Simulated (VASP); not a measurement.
Set up this calculation in VASP 6.6.1, as the native input.

* Task: single point
* Functional: PBE
* Potentials or basis: VASP PAW PBE potentials, release 64 (Ru_pv)
* Cutoff: 520 eV
* k mesh: 12 × 8 × 1
* Occupations: fermi-dirac, width 0.1 eV
* Spin: no spin polarisation
* Dipole correction: yes
* Electric field (eV/Å): -0.1 eV/Å
* Further INCAR settings: ALGO = Normal; EDIFF = 1e-07; NBANDS = 36; EFIELD = -0.1

The structure of Ru lies in POSCAR:

```
Ru
1.0
    2.7211623488      0.0000000000      0.0000000000
    0.0000000000      4.2959980361      0.0000000000
    0.0000000000      0.0000000000     19.1421000000
Ru
4
Direct
    0.0000000000      0.7500000000      0.4256196871
    0.5000000000      0.2500000000      0.4589672250
    0.5000000000      0.7500000000      0.5410327747
    0.0000000000      0.2500000000      0.5743803132
```

These files were run (other wordings do the same):

INCAR

```
SYSTEM = Ru
PREC = Accurate
ENCUT = 520
EDIFF = 1E-7
ISMEAR = -1
SIGMA = 0.1
LREAL = .False.
LASPH = .True.
NELM = 60
ALGO = Normal
ISIF = 2
LWAVE = .False.
LCHARG = .True.
LDIPOL = .True.
IDIPOL = 3
DIPOL = 0.5 0.5 0.500
GGA = PE
LELF = .True.
LVHAR = .True.
LVACPOTAV = .True.
NBANDS = 36
EFIELD = -0.1
```

KPOINTS

```
regular mesh
0
Gamma
  12 8 1
  0 0 0
```

Potentials or basis: VASP PAW PBE potentials, release 64 (Ru_pv).

Run with:

```bash
$ cat potpaw_PBE.64/Ru_pv/POTCAR > POTCAR
$ mpirun -np 1 vasp_std > vasp.out
```

It gave:

| Quantity | Value |
| --- | --- |
| Largest force | 0.017 eV/Å |
| Band gap on the k mesh | zero (bands 28 and 29 overlap by 1.08 eV) |

Run time: 7.1 min on 1 thread of AMD EPYC 9R14 (Zen 4) (shared host), peak memory 0.37 GiB.
